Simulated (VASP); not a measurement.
Wanted: the native input for a VASP 6.6.1 run.

| Quantity | Value |
| --- | --- |
| Task | single point |
| Functional | r2SCAN |
| Potentials or basis | VASP PAW PBE potentials, release 64 (P, B) |
| Cutoff | 550 eV |
| k mesh | 12 × 12 × 12 |
| Occupations | fermi-dirac, width 0.0865 eV |
| Spin | no spin polarisation |
| Dipole correction | no |
| Further INCAR settings | ALGO = Normal; EDIFF = 1e-06; NBANDS = 11 |

Crystal: BP.

```
P B
1.0
     0.00000    2.33271    2.33271
     2.33271    0.00000    2.33271
     2.33271    2.33271    0.00000
P B
1 1
Direct
  0.50000 0.50000 0.50000
  0.00000 0.00000 0.00000
```

The input as run:

POSCAR

```
BP
1.0
    0.0000000000      2.3327120000      2.3327120000
    2.3327120000      0.0000000000      2.3327120000
    2.3327120000      2.3327120000      0.0000000000
P B
1 1
Direct
    0.5000000000      0.5000000000      0.5000000000
    0.0000000000      0.0000000000      0.0000000000
```

INCAR.step1

```
  ALGO = Normal
  EDIFF = 1E-5
  ENCUT = 550
  GGA = PE
  GGA_COMPAT = F
  ISMEAR = -1
  LASPH = T
  LCHARG = F
  LREAL = F
  LWAVE = T
  NBANDS = 11
  NELM = 120
  PREC = Accurate
  SIGMA = 0.0865
```

INCAR.step2

```
  ALGO = Normal
  EDIFF = 1E-6
  ENCUT = 550
  GGA_COMPAT = F
  ISIF = 2
  ISMEAR = -1
  ISTART = 1
  LASPH = T
  LCHARG = F
  LMIXTAU = T
  LREAL = F
  LWAVE = F
  METAGGA = R2SCAN
  NBANDS = 11
  NELM = 120
  PREC = Accurate
  SIGMA = 0.0865
```

KPOINTS

```
k-points
0
Gamma
  12 12 12
```

Potentials or basis: VASP PAW PBE potentials, release 64 (P, B).

Launch:

```console
$ cat potpaw_PBE.64/P/POTCAR potpaw_PBE.64/B/POTCAR > POTCAR
$ cp INCAR.step1 INCAR
$ mpirun -np 1 vasp_std > vasp.out
$ cp INCAR.step2 INCAR
$ mpirun -np 1 vasp_std > vasp.out
```

It gave:

```yaml
Pressure: -23.7 GPa
Band_gap_on_the_k_mesh: zero (band 4 reaches 8.07 eV, above the bottom of band 5 at 3.21 eV)
```

Caveat: the PAW data sets were made with another functional, which shifts forces and pressure a little.

Wall time 94 s on 1 thread of AMD EPYC 9R14 (Zen 4) (shared host), peak memory 0.14 GiB.
